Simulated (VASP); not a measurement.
## SiO2: single point with LDA

SiO2:

```xyz
6
Lattice="4.0156 0.0000 0.0000 0.0000 4.0156 0.0000 0.0000 0.0000 2.6672" Properties=species:S:1:pos:R:3 pbc="T T T"
Si    2.0078    2.0078    1.3336
Si    0.0000    0.0000    0.0000
O     2.7885    2.7885    0.0000
O     0.7807    3.2349    1.3336
O     1.2271    1.2271    0.0000
O     3.2349    0.7807    1.3336
```

```
Program             : VASP 6.6.1
Task                : single point
Functional          : LDA
Potentials or basis : VASP PAW LDA potentials, release 64 (Si, O)
Cutoff              : 520 eV
k mesh              : 6 × 6 × 10
Occupations         : gaussian, width 0.05 eV
Spin                : no spin polarisation
```

```yaml
Pressure: 25.4 GPa
Largest_force: 0.571 eV/Å
Band_gap_on_the_k_mesh: 6.11 eV
```

Forces in eV/Å, atoms in the order of the input:
```
Si   0.000  0.000  0.000
Si   0.000  0.000  0.000
O    0.404  0.404  0.000
O    0.404 -0.404  0.000
O   -0.404 -0.404  0.000
O   -0.404  0.404  0.000
```

Stress tensor (GPa, compression positive):
```
30.00  0.00  0.00
 0.00 30.00  0.00
 0.00  0.00 16.10
```

Levels at points of the mesh, in eV from the valence-band top:
```csv
k point,band 12,band 13,band 14,band 15,band 16,band 17,band 18,band 19,band 20,band 21
"(0.00, 0.00, 0.00)",-3.60,-2.76,-0.89,-0.89,0.00,6.11,6.90,8.39,8.39,11.10
"(0.50, 0.00, 0.00)",-4.28,-3.03,-3.03,-1.12,-1.12,8.10,8.10,9.11,9.11,11.87
"(0.50, 0.50, 0.00)",-3.79,-3.02,-3.02,-2.43,-2.43,7.81,7.81,10.20,10.20,14.17
"(0.00, 0.00, 0.50)",-4.88,-3.69,-3.69,-2.97,-2.97,10.06,10.06,13.03,13.03,13.91
"(0.50, 0.00, 0.50)",-4.41,-2.40,-2.40,-1.96,-1.96,9.49,9.49,11.00,11.00,12.40
"(0.50, 0.50, 0.50)",-4.66,-1.80,-1.80,-1.71,-1.71,8.19,8.19,11.47,11.47,11.91
```

Wall time 70 s on 1 thread of Intel Xeon 8259CL, with other jobs on the host, peak memory 0.16 GiB.

Caveat: the cell stands under pressure. A k mesh can miss the band edges.
